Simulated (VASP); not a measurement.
TiSn2Te3, 6 atoms in the cell. Symmetry: P6/mmm, No. 191, hexagonal system. The conventional cell has a = 4.750 Å, b = 4.750 Å, c = 10.206 Å, α = 90.00°, β = 90.00°, γ = 120.00°. Within 3.6 Å of Ti (site symmetry 6/mmm) lie 6 Sn at 2.74 Å. Sn (site symmetry -6m2) has 3 Sn at 2.74 Å and 3 Ti at 2.74 Å within 3.6 Å. Within 3.6 Å of Te (site symmetry -6m2) lie 6 Te at 2.74 Å. Te (site symmetry 6/mmm) has 6 Te at 2.74 Å within 3.6 Å. The cell was generated, and may not be a known phase.

* Program: VASP 6.6.1
* Task: single point
* Functional: PBE
* Potentials or basis: VASP PAW PBE potentials, release 64 (Ti_sv, Sn_d, Te)
* Cutoff: 520 eV
* k mesh: 6 × 6 × 2
* Occupations: gaussian, width 0.1 eV
* Spin: no spin polarisation
* Dipole correction: no
* Further INCAR settings: ALGO = Normal; EDIFF = 1e-06; NBANDS = 38

Potentials or basis: VASP PAW PBE potentials, release 64 (Ti_sv, Sn_d, Te).

Launch:

```sh
$ cat potpaw_PBE.64/Ti_sv/POTCAR potpaw_PBE.64/Sn_d/POTCAR potpaw_PBE.64/Te/POTCAR > POTCAR
$ mpirun -np 1 vasp_std > vasp.out
```

Hardware: 1 thread of Intel(R) Xeon(R) Platinum 8488C (Sapphire Rapids) (shared host).

Estimate the wall time of this run.

Run time: 2.4 min on 1 thread of Intel(R) Xeon(R) Platinum 8488C (Sapphire Rapids) (shared host), peak memory 0.36 GiB. Counts: scf iterations 20, k points 14.
